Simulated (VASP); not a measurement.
# HgTe (P6_3/mmc) in VASP: relaxation of cell and atoms with r2SCAN

Aim: the relaxation of cell and atoms of HgTe with r2SCAN.

Program: VASP 6.6.1. These are calculated values, not measurements. Logs are shortened: lines on timing, memory, paths and dates and some standing lists are left out, and cuts for length are marked.

## Step 1: The cell of the first run

Symmetry: P6_3/mmc, No. 194, hexagonal system. The conventional cell has a = 4.877 Å, b = 4.877 Å, c = 7.298 Å, α = 90.00°, β = 90.00°, γ = 120.00°. Within 3.7 Å of Hg (site symmetry -6m2) lie 5 Te at 2.82 to 3.65 Å. Te (site symmetry -6m2) has 5 Hg at 2.82 to 3.65 Å within 3.7 Å.

## Step 2: Relaxation of cell and atoms, r2SCAN

Input file POSCAR:

```
HgTe
1.0
    4.8768327529      0.0000000000      0.0000000000
   -2.4384163765      4.2234610540      0.0000000000
    0.0000000000      0.0000000000      7.2980013073
Hg Te
2 2
Direct
    0.3333333333      0.6666666667      0.2500000000
    0.6666666667      0.3333333333      0.7500000000
    0.6666666667      0.3333333333      0.2500000000
    0.3333333333      0.6666666667      0.7500000000
```

Input file INCAR.step1:

```
PREC = Accurate ; ENCUT = 600
ISMEAR = -1 ; SIGMA = 0.02
LREAL = False ; LASPH = True
NELM = 60 ; GGA = PE
ALGO = Normal ; EDIFF = 1E-4
LWAVE = True ; LCHARG = False
```

Input file INCAR.step2:

```
PREC = Accurate ; ENCUT = 600
EDIFF = 1E-7 ; ISMEAR = -1
SIGMA = 0.02 ; LREAL = False
LASPH = True ; NELM = 60
ALGO = Normal ; ISIF = 3
LWAVE = False ; LCHARG = False
METAGGA = R2SCAN ; LMIXTAU = True
IBRION = 2 ; NSW = 80
EDIFFG = -0.005 ; ISTART = 1
```

Input file KPOINTS:

```
Automatic mesh
0
Gamma
  6 6 4
```

Potentials or basis: VASP PAW PBE potentials, release 64 (Hg, Te).

Command:

```sh
$ cat potpaw_PBE.64/Hg/POTCAR potpaw_PBE.64/Te/POTCAR > POTCAR
$ cp INCAR.step1 INCAR
$ mpirun -np 1 vasp_std > vasp.out
$ cp INCAR.step2 INCAR
$ mpirun -np 1 vasp_std > vasp.out
```

OUTCAR:

```text
PREC = Accurate
   ENCUT = 600
   EDIFF = 1E-7
   ISMEAR = -1
   LREAL = False
   LASPH = True
   NELM = 60
   ISIF = 3
   METAGGA = R2SCAN
   IBRION = 2
   NSW = 80
   EDIFFG = -0.005
   ISTART = 1

 ion  position               nearest neighbor table
   1  0.333  0.667  0.250-   3 2.82   3 2.82   3 2.82   4 3.65   4 3.65
   2  0.667  0.333  0.750-   4 2.82   4 2.82   4 2.82   3 3.65   3 3.65
   3  0.667  0.333  0.250-   1 2.82   1 2.82   1 2.82   2 3.65   2 3.65
   4  0.333  0.667  0.750-   2 2.82   2 2.82   2 2.82   1 3.65   1 3.65

  LATTYP: Found a hexagonal cell.
 ALAT       =     4.8768327529
 C/A-ratio  =     1.4964633148

  Lattice vectors:

 A1 = (   4.8768327529,   0.0000000000,   0.0000000000)
 A2 = (  -2.4384163765,   4.2234610540,   0.0000000000)
 A3 = (   0.0000000000,   0.0000000000,   7.2980013073)

Analysis of symmetry for initial positions (statically):
=====================================================================
 Subroutine PRICEL returns:
 Original cell was already a primitive cell.

 Routine SETGRP: Setting up the symmetry group for a
 hexagonal supercell.

 Subroutine GETGRP returns: Found 24 space group operations
 (whereof 12 operations were pure point group operations)
 out of a pool of 24 trial point group operations.

The static configuration has the point symmetry D_3d.
 The point group associated with its full space group is D_6h.

Analysis of symmetry for dynamics (positions and initial velocities):
=====================================================================
 Subroutine PRICEL returns:
 Original cell was already a primitive cell.

 Routine SETGRP: Setting up the symmetry group for a
 hexagonal supercell.

 Subroutine GETGRP returns: Found 24 space group operations
 (whereof 12 operations were pure point group operations)
 out of a pool of 24 trial point group operations.

The dynamic configuration has the point symmetry D_3d.
 The point group associated with its full space group is D_6h.

 Subroutine INISYM returns: Found 24 space group operations
 (whereof 12 operations are pure point group operations),
 and found     1 'primitive' translations

----------------------------------------------------------------------------------------

                                     Primitive cell
[... 76 lines left out ...]
   dimension x,y,z NGX =    40 NGY =   40 NGZ =   60
   dimension x,y,z NGXF=    80 NGYF=   80 NGZF=  120
   ions per type =               2   2
   NGX,Y,Z   is equivalent  to a cutoff of  13.64, 13.64, 13.67 a.u.
   NGXF,Y,Z  is equivalent  to a cutoff of  27.27, 27.27, 27.34 a.u.
 SYSTEM =  unknown system
   PREC   = accura    normal or accurate (medium, high low for compatibility)
   ISTART =      1    job   : 0-new  1-cont  2-samecut
   ICHARG =      0    charge: 1-file 2-atom 10-const
   ISPIN  =      1    spin polarized calculation?
   LNONCOLLINEAR =      F non collinear calculations
   LSORBIT =      F    spin-orbit coupling
   LASPH  =      T    aspherical Exc in radial PAW
   ENCUT  =  600.0 eV  44.10 Ry    6.64 a.u.   9.74  9.74 14.58*2*pi/ulx,y,z
   NELM   =     60;   NELMIN=  2; NELMDL=  0     # of ELM steps
   EDIFF  = 0.1E-06   stopping-criterion for ELM
   LREAL  =      F    real-space projection
   EDIFFG = -.5E-02   stopping-criterion for IOM
   NSW    =     80    number of steps for IOM
   IBRION =      2    ionic relax: 0-MD 1-quasi-New 2-CG
   NFREE  =      1    steps in history (QN), initial steepest desc. (CG)
   ISIF   =      3    stress and relaxation
   ISYM   =      2    0-nonsym 1-usesym 2-fastsym
   POTIM  = 0.5000    time-step for ionic-motion
   TEBEG  =    0.0;   TEEND  =   0.0 temperature during run
   PSTRESS=    0.0 pullay stress
   NELECT =      36.0000    total number of electrons
   NUPDOWN=      -1.0000    fix difference up-down
   EMIN   =  10.00;   EMAX   =-10.00  energy-range for DOS
   EFERMI =   0.00;   METHOD = LEGACY
   ISMEAR =    -1;   SIGMA  =   0.02  broadening in eV -4-tet -1-fermi 0-gaus
   EFERMI_NEDOS =   21; number of points for ismear=-14 and -15
   IALGO  =     38    algorithm
   IMIX   =      4    mixing-type and parameters
     AMIX     =   0.40;   BMIX     =  1.00
     AMIX_MAG =   1.60;   BMIX_MAG =  1.00
  volume/ion in A,a.u.               =      37.58       253.60
  Fermi-wavevector in a.u.,A,eV,Ry     =   1.016652  1.921193 14.062722  1.033581
  Thomas-Fermi vector in A             =   2.150008
   LORBIT       =      0    0 simple, 1 ext, 2 COOP (PROOUT), +10 PAW based schemes
   METAGGA = R2SCAN    functional components
   LHFCALC =     F    Hartree Fock is set to
   AEXX    =    0.0000 exact exchange contribution
   IVDW    =     0    specifies the selected vdW correction
   LEPSILON=     F    determine dielectric tensor
   LRPA    =     F    only Hartree local field effects (RPA)
 conjugate gradient relaxation of ions
 non-spin polarized calculation
  energy-cutoff  :      600.00
  volume of cell :      150.32
 maximum number of plane-waves:      5043
 NGX is ok and might be reduce to    40
   NGX = 19   NGY = 19   NGZ = 29

--------------------------------------- Ionic step        1  -------------------------------------------

 number of electron      36.0000000 magnetization

 Free energy of the ion-electron system (eV)
  ---------------------------------------------------
  ext. energy  EPLUGINS =         0.00000000
  ---------------------------------------------------
  free energy    TOTEN  =      -149.72880336 eV

  energy without entropy =     -149.72671644  energy(sigma->0) =     -149.72775990

------------------------ aborting loop because EDIFF is reached ----------------------------------------

  FORCE on cell =-STRESS in cart. coord.  units (eV):
  Direction    XX          YY          ZZ          XY          YZ          ZX
  --------------------------------------------------------------------------------------
  -------------------------------------------------------------------------------------
  Total       -1.3543934     -1.3543934     -0.4849286      0.0000000     -0.0000000      0.0000000
  in kB      -14.4359415    -14.4359415     -5.1686609      0.0000000     -0.0000000      0.0000000
  external PRESSURE =     -11.3468480 kB  Pullay stress =       0.0000000 kB
[... 253 lines left out ...]
--------------------------------------- Ionic step        8  -------------------------------------------

 number of electron      36.0000002 magnetization

 Free energy of the ion-electron system (eV)
  ---------------------------------------------------
  ext. energy  EPLUGINS =         0.00000000
  ---------------------------------------------------
  free energy    TOTEN  =      -149.74699202 eV

  energy without entropy =     -149.74496949  energy(sigma->0) =     -149.74598075

 E-fermi :   1.8875     XC(G=0):  -8.9557

 val. band max:        1.8782664174   @ k =   0.1667   0.0000   0.0000
 cond. band min:       1.9309334016   @ k =   0.0000   0.0000   0.0000
 fundamental gap:      0.0526669842
 Fermi energy:         1.8874504753

 k-point     1 :       0.0000    0.0000    0.0000
  band No.  band energies     occupation
      1      -9.7881      2.00000
      2      -9.3230      2.00000
      3      -5.4207      2.00000
      4      -5.4207      2.00000
      5      -5.4103      2.00000
      6      -5.4103      2.00000
[... 545 lines left out ...]
  FREE ENERGIE OF THE ION-ELECTRON SYSTEM (eV)
  ---------------------------------------------------
  free  energy   TOTEN  =      -149.7469920224 eV

  energy  without entropy=     -149.7449694857  energy(sigma->0) =     -149.74598075

 reached required accuracy - stopping structural energy minimisation
```

Run time: 16 min. Hardware: 1 thread of Intel Xeon 6975P-C (Granite Rapids), shared host; peak memory 0.39 GiB.

What came out:

- Free energy: -149.7470 eV
- Relaxed volume: 36.31 Å³/atom
- Relaxed cell: a = 4.825 Å, b = 4.825 Å, c = 7.202 Å, α = 90.00°, β = 90.00°, γ = 120.00°
- Space group after relaxing (to 0.05 Å): P6_3/mmc (No. 194)
- Energy gained by relaxing: 4.5 meV/atom
- Ionic steps: 8
- Pressure after relaxing: 0.0 GPa
- Band gap on the k mesh: zero (band 18 reaches 1.88 eV, above the bottom of band 19 at 1.77 eV)

Step by step:
| step | energy change (eV) | largest force (eV/Å) | pressure (GPa) | volume (Å³) |
| --- | --- | --- | --- | --- |
| 1 | 0.0000 | 0.0000 | -1.13 | 150.32 |
| 2 | -0.0149 | 0.0000 | 0.43 | 144.60 |
| 3 | -0.0175 | 0.0000 | -0.03 | 146.14 |
| 4 | -0.0175 | 0.0000 | -0.05 | 146.22 |
| 5 | -0.0178 | 0.0000 | -0.05 | 146.04 |
| 6 | -0.0181 | 0.0000 | -0.02 | 145.50 |
| 7 | -0.0177 | 0.0000 | 0.03 | 144.41 |
| 8 | -0.0182 | 0.0000 | -0.01 | 145.23 |

Final structure:
```yaml
crystal:
  lattice:
    - [4.82532, 0.00000, 0.00000]
    - [-2.41266, 4.17885, 0.00000]
    - [0.00000, 0.00000, 7.20226]
  atoms:
    - { symbol: Hg, position: [0.33333, 0.66667, 0.25000] }
    - { symbol: Hg, position: [0.66667, 0.33333, 0.75000] }
    - { symbol: Te, position: [0.66667, 0.33333, 0.25000] }
    - { symbol: Te, position: [0.33333, 0.66667, 0.75000] }
```

Levels at points of the mesh, in eV from the Fermi level:
```
           k point  band 15  band 16  band 17  band 18  band 19  band 20  band 21  band 22
(0.00, 0.00, 0.00)    -0.66    -0.66    -0.40    -0.02    -0.02     0.04     4.71     4.71
(0.50, 0.00, 0.00)    -2.11    -1.74    -1.33    -0.65     1.30     2.44     4.70     6.49
(0.00, 0.00, 0.50)    -0.34    -0.34    -0.34    -0.34     0.08     0.08     5.03     5.03
(0.50, 0.00, 0.50)    -1.73    -1.73    -0.35    -0.35     2.00     2.00     3.73     3.73
```

Caveat: the PAW data sets were made with another functional, which shifts forces and pressure a little; spin-orbit coupling is left out, which moves the levels of the heavy elements.
